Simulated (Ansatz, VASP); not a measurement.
# One calculation of BO, two programs

File INCAR:

```
  PREC = Accurate
  ENCUT = 520
  EDIFF = 1E-6
  ISMEAR = 0
  SIGMA = 0.1
  LREAL = False
  LASPH = True
  NELM = 150
  ALGO = Normal
  ISIF = 2
  LWAVE = False
  LCHARG = True
  ISPIN = 2
  MAGMOM = 0 1
  LORBIT = 11
  GGA = PE
  LELF = True
  LVHAR = True
  NBANDS = 16
```

KPOINTS

```
regular mesh
0
Gamma
  6 6 6
```

The input POSCAR:

```
BO
1.0
    1.3290808100      0.7673451600      2.2462279400
   -1.3290808100      0.7673451600      2.2462279400
    0.0000000000     -1.5346903200      2.2462279400
B O
1 1
Direct
    0.2421703400      0.2421703400      0.2421703400
    0.0000000000      0.0000000000      0.0000000000
```

Input for Ansatz:

```yaml
crystal:
  lattice:
    - [1.32908081, 0.76734516, 2.24622794]
    - [-1.32908081, 0.76734516, 2.24622794]
    - [0.0, -1.53469032, 2.24622794]
  atoms:
    - { symbol: B, position: [0.24217034, 0.24217034, 0.24217034] }
    - { symbol: O, position: [0.0, 0.0, 0.0], spin: 1.0 }
basis:
  ecutwfc: 420
kpoints:
  mp_grid: { grid: [6, 6, 6] }
hamiltonian:
  xc: pbe
scf:
  occupations: { method: gaussian, width: 0.1 }
  lower_state_search: "off"
output:
  forces: true
  stress: true
  eigenvalues: true
  populations: true
magnetization:
  spin_polarized: true
```

Alike in both runs: task single point; functional PBE; k mesh 6 × 6 × 6; occupations gaussian, width 0.1 eV; collinear spin.

```csv
,VASP,Ansatz
version,VASP 6.6.1,Ansatz 0.2.0
potentials or method,"VASP PAW PBE potentials, release 64 (B, O), cutoff 520 eV","scalar-relativistic, plane waves, PAW"
valence electrons in the cell,9,9
```

```csv
,VASP,Ansatz,Ansatz less VASP
gap on the k mesh at the Fermi level (eV),none,none,-
pressure (GPa),20.0,20.0,+0.03
"traceless stress, the component that is largest in VASP (GPa)",12.49,12.40,-0.090
rms of the force components (eV/Å),0.035,0.035,-0.0002
net moment per atom (μB),0.00,0.00,0.000
```

Atom by atom the forces differ by 0.000 eV/Å (rms over components). A gap of «none» marks a metal or a gap that the smearing closes. Ansatz's warnings: seeded moment not kept.

The k mesh is coarse, so the values compare programs but aren't converged.
